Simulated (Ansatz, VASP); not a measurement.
ZrN: VASP beside Ansatz

Contents of INCAR:

```
ALGO = Normal
EDIFF = 1E-8
ENCUT = 520
GGA = PE
GGA_COMPAT = F
ISIF = 2
ISMEAR = -1
LASPH = T
LCHARG = F
LEFG = T
LREAL = F
LWAVE = F
NBANDS = 16
NELM = 120
PREC = Accurate
SIGMA = 0.01
```

File KPOINTS:

```
k-points
0
Gamma
  9 9 9
```

POSCAR

```
ZrN
1.0
    0.0000000000      2.2533582426      2.2533582426
    2.2533582426      0.0000000000      2.2533582426
    2.2533582426      2.2533582426      0.0000000000
Zr N
1 1
Direct
    0.0000000000      0.0000000000      0.0000000000
    0.5000000000      0.5000000000      0.5000000000
```

Input for Ansatz:

```yaml
crystal:
  lattice:
    - [0.0, 2.2533582426, 2.2533582426]
    - [2.2533582426, 0.0, 2.2533582426]
    - [2.2533582426, 2.2533582426, 0.0]
  atoms:
    - { symbol: Zr, position: [0.0, 0.0, 0.0] }
    - { symbol: "N", position: [0.5, 0.5, 0.5] }
kpoints:
  mp_grid: { grid: [9, 9, 9] }
scf:
  occupations: { method: fermi_dirac, width: 0.01 }
hamiltonian:
  xc: pbe
  pseudopotentials: { kind: all_electron, datasets: crystal }
output:
  forces: true
  stress: true
  eigenvalues: true
  efg: { contact_densities: true }
```

Change from the starting cell: volume scaled by 0.96, crystal datasets.

Alike in both runs: task electric field gradients; functional PBE; k mesh 9 × 9 × 9; occupations fermi-dirac, width 0.01 eV; no spin polarisation.

```csv
,VASP,Ansatz
version,VASP 6.6.1,Ansatz 0.2.0
potentials or method,"VASP PAW PBE potentials, release 64 (Zr_sv, N), cutoff 520 eV","all-electron PAW with datasets made for the crystal, scalar-relativistic"
```

```tsv
	VASP	Ansatz	Ansatz less VASP
pressure (GPa)	16.7	16.4	-0.26
```

Ansatz ran all-electron here, and VASP with PAW potentials.
